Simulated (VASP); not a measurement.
# Ta (Cmmm) in VASP: notebook

The runs below take Ta through single point, relaxation of cell and atoms, with PBE.

All numbers are computed with VASP 6.6.1; they aren't measurements. Logs are shortened: lines on timing, memory, paths and dates and some standing lists are left out, and cuts for length are marked.

## (1) The cell of the first run

The structure is orthorhombic, space group Cmmm (No. 65). Conventional cell: a = 5.031 Å, b = 7.509 Å, c = 5.687 Å, α = 90.00°, β = 90.00°, γ = 90.00°. Ta (site symmetry 2) has 6 Ta at 2.52 to 2.84 Å within 3.3 Å. Within 3.5 Å of Ta (site symmetry mmm) lie 8 Ta at 2.67 Å.

## (2) Single point, PBE

The input, INCAR:

```
SYSTEM = Ta
ALGO = Fast ; EDIFF = 1E-6
ENCUT = 520 ; GGA = PE
ISIF = 2 ; ISMEAR = 0
LASPH = .TRUE. ; LCHARG = .TRUE.
LELF = .TRUE. ; LREAL = .FALSE.
LVHAR = .TRUE. ; LWAVE = .FALSE.
NBANDS = 36 ; NELM = 80
PREC = Accurate ; SIGMA = 0.1
```

The input, KPOINTS:

```
k-points
0
G
  4 4 4
  0 0 0
```

The input, POSCAR:

```
Ta
1.0
    2.5154034555     -3.7544146685      0.0000000000
    2.5154034555      3.7544146685      0.0000000000
    0.0000000000      0.0000000000      5.6866740643
Ta
5
Direct
    0.5000000000      0.0000000000      0.2500000000
    0.0000000000      0.5000000000      0.7500000000
    0.0000000000      0.5000000000      0.2500000000
    0.5000000000      0.0000000000      0.7500000000
    0.0000000000      0.0000000000      0.0000000000
```

Potentials or basis: VASP PAW PBE potentials, release 64 (Ta_pv).

On the command line:

```bash
$ cat potpaw_PBE.64/Ta_pv/POTCAR > POTCAR
$ mpirun -np 1 vasp_std > vasp.out
```

OUTCAR:

```text
SYSTEM = Ta
   EDIFF = 1E-6
   ENCUT = 520
   GGA = PE
   ISIF = 2
   ISMEAR = 0
   LASPH = .TRUE.
   LREAL = .FALSE.
   NELM = 80
   PREC = Accurate

 ion  position               nearest neighbor table
   1  0.500  0.000  0.250-   3 2.52   3 2.52   5 2.67   5 2.67   4 2.84   4 2.84
   2  0.000  0.500  0.750-   4 2.52   4 2.52   5 2.67   5 2.67   3 2.84   3 2.84
   3  0.000  0.500  0.250-   1 2.52   1 2.52   5 2.67   5 2.67   2 2.84   2 2.84
   4  0.500  0.000  0.750-   2 2.52   2 2.52   5 2.67   5 2.67   1 2.84   1 2.84
   5  0.000  0.000  0.000-   1 2.67   2 2.67   3 2.67   4 2.67   2 2.67   3 2.67   1 2.67   4 2.67

  LATTYP: Found a base centered orthorhombic cell.
 ALAT       =     5.0308069110
 B/A-ratio  =     1.4925695758
 C/A-ratio  =     1.1303701702

  Lattice vectors:

 A1 = (   2.5154034555,  -3.7544146685,   0.0000000000)
 A2 = (   2.5154034555,   3.7544146685,   0.0000000000)
 A3 = (   0.0000000000,   0.0000000000,   5.6866740643)

Analysis of symmetry for initial positions (statically):
=====================================================================
 Subroutine PRICEL returns:
 Original cell was already a primitive cell.

 Routine SETGRP: Setting up the symmetry group for a
 base centered orthorhombic supercell.

 Subroutine GETGRP returns: Found  8 space group operations
 (whereof  8 operations were pure point group operations)
 out of a pool of  8 trial point group operations.

The static configuration has the point symmetry D_2h.

Analysis of symmetry for dynamics (positions and initial velocities):
=====================================================================
 Subroutine PRICEL returns:
 Original cell was already a primitive cell.

 Routine SETGRP: Setting up the symmetry group for a
 base centered orthorhombic supercell.

 Subroutine GETGRP returns: Found  8 space group operations
 (whereof  8 operations were pure point group operations)
 out of a pool of  8 trial point group operations.

The dynamic configuration has the point symmetry D_2h.

 Subroutine INISYM returns: Found  8 space group operations
 (whereof  8 operations are pure point group operations),
 and found     1 'primitive' translations

----------------------------------------------------------------------------------------

                                     Primitive cell

  volume of cell :     107.4084

  direct lattice vectors                    reciprocal lattice vectors
     2.515403455 -3.754414668  0.000000000     0.198775270 -0.133176552  0.000000000
     2.515403455  3.754414668  0.000000000     0.198775270  0.133176552  0.000000000
     0.000000000  0.000000000  5.686674064     0.000000000  0.000000000  0.175849713

  length of vectors
     4.519168513  4.519168513  5.686674064     0.239264711  0.239264711  0.175849713

  position of ions in fractional coordinates (direct lattice)
     0.500000000  0.000000000  0.250000000
     0.000000000  0.500000000  0.750000000
     0.000000000  0.500000000  0.250000000
     0.500000000  0.000000000  0.750000000
     0.000000000  0.000000000  0.000000000

  ion indices of the primitive-cell ions
   primitive index   ion index
                 1           1
                 2           2
                 3           3
                 4           4
                 5           5

----------------------------------------------------------------------------------------

 KPOINTS: k-points

Automatic generation of k-mesh.
 Grid dimensions read from file:
 generate k-points for:    4    4    4

 Generating k-lattice:

  Cartesian coordinates                     Fractional coordinates (reciprocal lattice)
     0.049693817 -0.033294138  0.000000000     0.250000000  0.000000000  0.000000000
     0.049693817  0.033294138  0.000000000     0.000000000  0.250000000  0.000000000
     0.000000000  0.000000000  0.043962428     0.000000000  0.000000000  0.250000000

  Length of vectors
     0.059816178  0.059816178  0.043962428

  Shift w.r.t. Gamma in fractional coordinates (k-lattice)
     0.000000000  0.000000000  0.000000000

 Subroutine IBZKPT returns following result:
 ===========================================

 Found     21 irreducible k-points:

 Following reciprocal coordinates:
            Coordinates               Weight
  0.000000  0.000000  0.000000      1.000000
  0.250000 -0.000000  0.000000      4.000000
  0.500000 -0.000000  0.000000      2.000000
  0.250000  0.250000  0.000000      2.000000
  0.500000  0.250000  0.000000      4.000000
 -0.250000  0.250000  0.000000      2.000000
[... 13 lines left out ...]
 -0.250000  0.250000  0.500000      2.000000
  0.500000  0.500000  0.500000      1.000000
   k-points           NKPTS =     21   k-points in BZ     NKDIM =     21   number of bands    NBANDS=     36
   number of dos      NEDOS =    301   number of ions     NIONS =      5
   total plane-waves  NPLWV =  54432
   dimension x,y,z NGX =    36 NGY =   36 NGZ =   42
   dimension x,y,z NGXF=    72 NGYF=   72 NGZF=   84
   ions per type =               5
   NGX,Y,Z   is equivalent  to a cutoff of  13.24, 13.24, 12.28 a.u.
   NGXF,Y,Z  is equivalent  to a cutoff of  26.49, 26.49, 24.56 a.u.
 SYSTEM =  Ta
   PREC   = accura    normal or accurate (medium, high low for compatibility)
   ISTART =      0    job   : 0-new  1-cont  2-samecut
   ICHARG =      2    charge: 1-file 2-atom 10-const
   ISPIN  =      1    spin polarized calculation?
   LNONCOLLINEAR =      F non collinear calculations
   LSORBIT =      F    spin-orbit coupling
   LASPH  =      T    aspherical Exc in radial PAW
   ENCUT  =  520.0 eV  38.22 Ry    6.18 a.u.   8.40  8.40 10.57*2*pi/ulx,y,z
   NELM   =     80;   NELMIN=  2; NELMDL= -5     # of ELM steps
   EDIFF  = 0.1E-05   stopping-criterion for ELM
   LREAL  =      F    real-space projection
   EDIFFG = 0.1E-04   stopping-criterion for IOM
   NSW    =      0    number of steps for IOM
   IBRION =     -1    ionic relax: 0-MD 1-quasi-New 2-CG
   NFREE  =      0    steps in history (QN), initial steepest desc. (CG)
   ISIF   =      2    stress and relaxation
   ISYM   =      2    0-nonsym 1-usesym 2-fastsym
   POTIM  = 0.5000    time-step for ionic-motion
   TEBEG  =    0.0;   TEEND  =   0.0 temperature during run
   PSTRESS=    0.0 pullay stress
   NELECT =      55.0000    total number of electrons
   NUPDOWN=      -1.0000    fix difference up-down
   EMIN   =  10.00;   EMAX   =-10.00  energy-range for DOS
   EFERMI =   0.00;   METHOD = LEGACY
   ISMEAR =     0;   SIGMA  =   0.10  broadening in eV -4-tet -1-fermi 0-gaus
   EFERMI_NEDOS =   21; number of points for ismear=-14 and -15
   IALGO  =     68    algorithm
   IMIX   =      4    mixing-type and parameters
     AMIX     =   0.40;   BMIX     =  1.00
     AMIX_MAG =   1.60;   BMIX_MAG =  1.00
  volume/ion in A,a.u.               =      21.48       144.97
  Fermi-wavevector in a.u.,A,eV,Ry     =   1.309734  2.475038 23.339464  1.715402
  Thomas-Fermi vector in A             =   2.440312
   LORBIT       =      0    0 simple, 1 ext, 2 COOP (PROOUT), +10 PAW based schemes
   GGA     = PE    functional components
   LHFCALC =     F    Hartree Fock is set to
   AEXX    =    0.0000 exact exchange contribution
   IVDW    =     0    specifies the selected vdW correction
   LEPSILON=     F    determine dielectric tensor
   LRPA    =     F    only Hartree local field effects (RPA)
 non-spin polarized calculation
 RMM-DIIS sequential band-by-band and
 Gauss-broadening in eV      SIGMA  =   0.10
  energy-cutoff  :      520.00
  volume of cell :      107.41
 maximum number of plane-waves:      2921
 NGX is ok and might be reduce to    36
   NGX = 17   NGY = 17   NGZ = 21

 number of electron      55.0000011 magnetization

 Free energy of the ion-electron system (eV)
  ---------------------------------------------------
  ext. energy  EPLUGINS =         0.00000000
  ---------------------------------------------------
  free energy    TOTEN  =       -51.13555098 eV

  energy without entropy =      -51.11836262  energy(sigma->0) =      -51.12695680

 E-fermi :   4.1950     XC(G=0): -11.4017

 val. band max:        4.1918543428   @ k =   0.5000   0.2500   0.5000
 cond. band min:       4.3092022739   @ k =   0.2500   0.2500   0.2500
 fundamental gap:      0.1173479311
 Fermi energy:         4.1950093390

 k-point     1 :       0.0000    0.0000    0.0000
  band No.  band energies     occupation
      1     -31.3617      2.00000
      2     -31.1048      2.00000
      3     -30.4322      2.00000
      4     -30.3459      2.00000
      5     -30.1218      2.00000
      6     -30.0943      2.00000
[... 28 lines left out ...]
     35       8.1935      0.00000
     36       8.3516      0.00000

 k-point     2 :       0.2500   -0.0000    0.0000
  band No.  band energies     occupation
      1     -31.0541      2.00000
      2     -30.8163      2.00000
      3     -30.4571      2.00000
      4     -30.2725      2.00000
      5     -30.1883      2.00000
      6     -30.0355      2.00000
[... 28 lines left out ...]
     35       7.4402      0.00000
     36       7.6259      0.00000

 k-point     3 :       0.5000   -0.0000    0.0000
  band No.  band energies     occupation
      1     -30.5585      2.00000
      2     -30.3276      2.00000
      3     -30.2660      2.00000
      4     -30.2216      2.00000
      5     -30.1269      2.00000
      6     -30.0741      2.00000
[... 28 lines left out ...]
     35       6.3470      0.00000
     36       7.4178      0.00000

 k-point     4 :       0.2500    0.2500    0.0000
  band No.  band energies     occupation
      1     -30.5549      2.00000
      2     -30.3646      2.00000
      3     -30.2288      2.00000
      4     -30.1779      2.00000
      5     -30.1517      2.00000
      6     -30.0658      2.00000
[... 28 lines left out ...]
     35       6.8138      0.00000
     36       7.5794      0.00000

 k-point     5 :       0.5000    0.2500    0.0000
  band No.  band energies     occupation
      1     -30.9502      2.00000
      2     -30.8858      2.00000
      3     -30.5931      2.00000
      4     -30.2795      2.00000
      5     -30.2079      2.00000
      6     -30.1241      2.00000
[... 538 lines left out ...]
 k-point    19 :       0.5000    0.2500    0.5000
  band No.  band energies     occupation
      1     -30.9371      2.00000
      2     -30.8941      2.00000
      3     -30.3185      2.00000
      4     -30.2519      2.00000
      5     -30.0979      2.00000
      6     -29.9566      2.00000
[... 28 lines left out ...]
     35       6.4175      0.00000
     36       7.5226      0.00000

 k-point    20 :      -0.2500    0.2500    0.5000
  band No.  band energies     occupation
      1     -31.2438      2.00000
      2     -31.2041      2.00000
      3     -30.3396      2.00000
      4     -30.2398      2.00000
      5     -30.0319      2.00000
      6     -30.0166      2.00000
[... 28 lines left out ...]
     35       7.3086      0.00000
     36       8.5401      0.00000

 k-point    21 :       0.5000    0.5000    0.5000
  band No.  band energies     occupation
      1     -31.2478      2.00000
      2     -31.1686      2.00000
      3     -30.3570      2.00000
      4     -30.3423      2.00000
      5     -30.0759      2.00000
      6     -29.9963      2.00000
[... 28 lines left out ...]
     35       6.5429      0.00000
     36       6.7932      0.00000

------------------------ aborting loop because EDIFF is reached ----------------------------------------

  FORCE on cell =-STRESS in cart. coord.  units (eV):
  Direction    XX          YY          ZZ          XY          YZ          ZX
  --------------------------------------------------------------------------------------
  -------------------------------------------------------------------------------------
  Total       20.1544884      2.1843464      6.7695084     -0.0000000      0.0000000      0.0000000
  in kB      300.6381819     32.5832098    100.9786336     -0.0000000      0.0000000      0.0000000
  external PRESSURE =     144.7333417 kB  Pullay stress =       0.0000000 kB

 VOLUME and BASIS-vectors are now :
 -----------------------------------------------------------------------------
  energy-cutoff  :      520.00
  volume of cell :      107.41
      direct lattice vectors                 reciprocal lattice vectors
     2.515403455 -3.754414668  0.000000000     0.198775270 -0.133176552  0.000000000
     2.515403455  3.754414668  0.000000000     0.198775270  0.133176552  0.000000000
     0.000000000  0.000000000  5.686674064     0.000000000  0.000000000  0.175849713

 POSITION                                       TOTAL-FORCE (eV/Angst)
 -----------------------------------------------------------------------------------
      1.25770     -1.87721      1.42167         0.000000     -0.000000      1.277435
      1.25770      1.87721      4.26501        -0.000000      0.000000     -1.277435
      1.25770      1.87721      1.42167         0.000000      0.000000      1.277435
      1.25770     -1.87721      4.26501        -0.000000     -0.000000     -1.277435
      0.00000      0.00000      0.00000         0.000000     -0.000000      0.000000
 -----------------------------------------------------------------------------------
    total drift:                                0.000000     -0.000000      0.000000

  FREE ENERGIE OF THE ION-ELECTRON SYSTEM (eV)
  ---------------------------------------------------
  free  energy   TOTEN  =       -51.1355509785 eV

  energy  without entropy=      -51.1183626204  energy(sigma->0) =      -51.12695680
```

Run time: 84 s. Hardware: 1 thread of Intel Xeon Platinum 8259CL at 2.50GHz (Skylake/Cascade Lake), shared host; peak memory 0.25 GiB.

Results:

- Free energy: -51.1356 eV
- Pressure: 14.5 GPa
- Largest force: 1.277 eV/Å

Forces on the atoms (eV/Å):
```
Ta   0.000  0.000  1.277
Ta   0.000  0.000 -1.277
Ta   0.000  0.000  1.277
Ta   0.000  0.000 -1.277
Ta   0.000  0.000  0.000
```

Levels at points of the mesh, in eV from the Fermi level:
| k point | band 25 | band 26 | band 27 | band 28 | band 29 | band 30 | band 31 | band 32 |
| --- | --- | --- | --- | --- | --- | --- | --- | --- |
| (0.00, 0.00, 0.00) | -1.12 | -0.85 | -0.75 | -0.18 | 0.17 | 1.17 | 1.98 | 2.99 |
| (0.50, 0.00, 0.00) | -0.85 | -0.69 | -0.32 | 0.16 | 0.55 | 0.72 | 0.80 | 1.38 |
| (0.50, 0.50, 0.00) | -1.84 | -1.62 | -0.15 | -0.12 | 0.86 | 1.73 | 1.81 | 2.27 |
| (0.00, 0.00, 0.50) | -1.78 | -0.78 | -0.39 | -0.05 | 0.57 | 1.01 | 1.53 | 1.74 |
| (0.50, 0.00, 0.50) | -0.73 | -0.72 | -0.42 | 0.71 | 0.83 | 0.90 | 0.93 | 1.04 |
| (0.50, 0.50, 0.50) | -1.43 | -1.09 | -1.04 | -0.18 | -0.16 | 1.13 | 1.25 | 1.37 |

Caveat: the k points lie up to 0.38 Å⁻¹ apart; spin-orbit coupling is left out, which moves the levels of the heavy elements; forces of over 1 eV/Å act on the atoms, so gaps and moduli don't describe the material at rest.

## (3) Relaxation of cell and atoms, PBE

The input, INCAR:

```
PREC = Accurate ; ENCUT = 600
EDIFF = 1E-6 ; ISMEAR = 0
SIGMA = 0.1 ; LREAL = F
LASPH = T ; NELM = 100
ALGO = Fast ; ISIF = 3
LWAVE = F ; LCHARG = F
GGA = PE ; IBRION = 2
NSW = 90 ; EDIFFG = -0.04
```

The input, KPOINTS:

```
regular mesh
0
Gamma
  4 4 4
```

POSCAR is that of step 2.

Potentials or basis: VASP PAW PBE potentials, release 64 (Ta_pv).

On the command line:

```bash
$ cat potpaw_PBE.64/Ta_pv/POTCAR > POTCAR
$ mpirun -np 1 vasp_std > vasp.out
```

Run time: 42 min. Hardware: 1 thread of Intel Xeon 6975P-C (Granite Rapids), shared host; peak memory 0.29 GiB.

It converged, with:

```
Free energy                            : -54.1206 eV
Relaxed volume                         : 21.18 Å³/atom
Relaxed cell                           : a = 3.909 Å, b = 3.909 Å, c = 6.933 Å, α = 90.00°, β = 90.00°, γ = 89.97°
Space group after relaxing (to 0.05 Å) : P4/mmm (No. 123)
Energy gained by relaxing              : 596.8 meV/atom
Ionic steps                            : 32
Pressure after relaxing                : -0.1 GPa
```

Stress tensor (GPa, compression positive):
```
-0.28  0.00  0.00
 0.00 -0.10  0.00
 0.00  0.00  0.06
```

Step by step:
| step | energy change (eV) | largest force (eV/Å) | pressure (GPa) | volume (Å³) |
| --- | --- | --- | --- | --- |
| 1 | 0.0000 | 1.2778 | 14.49 | 107.41 |
| 2 | 0.4463 | 0.6229 | -17.22 | 139.59 |
| 3 | -0.8923 | 0.2329 | -4.06 | 120.60 |
| 4 | -0.8943 | 0.2694 | -3.47 | 120.06 |
| 5 | -1.1770 | 0.2944 | -0.63 | 115.03 |
| 6 | -1.2402 | 0.3342 | 2.17 | 111.54 |
| 7 | -1.4485 | 0.2444 | 0.18 | 111.65 |
| 8 | -2.0153 | 0.3426 | -1.06 | 109.94 |
| 9 | -2.0097 | 0.4163 | -1.41 | 110.38 |
| 10 | -2.0186 | 0.3877 | -1.24 | 110.13 |
| 11 | -2.2170 | 0.6756 | 1.15 | 107.33 |
| 12 | -2.4612 | 0.8144 | 14.15 | 97.84 |
| 13 | -2.5289 | 1.0558 | 6.42 | 102.79 |
| 14 | -2.5709 | 0.9431 | 9.88 | 100.36 |
| 15 | -2.6186 | 0.8766 | 9.54 | 100.43 |
| 16 | -2.6988 | 0.6530 | 8.74 | 100.60 |
| 17 | -2.7024 | 0.5739 | 8.57 | 100.64 |
| 18 | -2.7583 | 0.5464 | 7.04 | 101.51 |
| 19 | -2.8725 | 0.4783 | 2.76 | 104.15 |
| 20 | -2.8859 | 0.3675 | -4.47 | 109.54 |
| 21 | -2.9133 | 0.4161 | -1.48 | 107.14 |
| 22 | -2.9280 | 0.4005 | -1.36 | 107.00 |
| 23 | -2.9607 | 0.3347 | -0.87 | 106.57 |
| 24 | -2.9573 | 0.0799 | 0.42 | 105.67 |
| 25 | -2.9716 | 0.2461 | -0.35 | 106.18 |
| 26 | -2.9716 | 0.2365 | -0.31 | 106.15 |
| 27 | -2.9763 | 0.1887 | -0.04 | 105.94 |
| 28 | -2.9808 | 0.0872 | 0.48 | 105.54 |
| 29 | -2.9809 | 0.0625 | 0.60 | 105.45 |
| 30 | -2.9830 | 0.0230 | 0.06 | 105.83 |
| 31 | -2.9833 | 0.0041 | -0.20 | 106.01 |
| 32 | -2.9839 | 0.0015 | -0.11 | 105.92 |

Final structure:
```
CELL_PARAMETERS angstrom
2.76466 -2.76302 0.00000
2.76466 2.76302 0.00000
0.00000 0.00000 6.93294
ATOMIC_POSITIONS crystal
Ta 0.50000 0.00000 0.30228
Ta 0.00000 0.50000 0.69772
Ta 0.00000 0.50000 0.30228
Ta 0.50000 0.00000 0.69772
Ta 0.00000 0.00000 0.00000
```

Levels at points of the mesh, in eV from the Fermi level:
```
           k point  band 25  band 26  band 27  band 28  band 29  band 30  band 31  band 32
(0.00, 0.00, 0.00)    -1.80    -1.59    -1.59    -1.46     2.06     2.38     2.42     2.70
(0.50, 0.00, 0.00)    -0.90    -0.41    -0.24    -0.11     0.38     0.84     1.37     1.58
(0.50, 0.50, 0.00)    -1.11    -0.46    -0.22     0.26     0.27     1.10     2.21     2.23
(0.00, 0.00, 0.50)    -1.79    -1.65     0.15     0.35     0.36     1.24     1.24     2.16
(0.50, 0.00, 0.50)    -0.72    -0.32    -0.12    -0.05     0.06     0.52     0.58     0.76
(0.50, 0.50, 0.50)    -0.92     0.42     0.42     0.92     0.96     0.97     1.26     1.38
```

Caveat: the k points lie up to 0.40 Å⁻¹ apart in the final cell; spin-orbit coupling is left out, which moves the levels of the heavy elements.
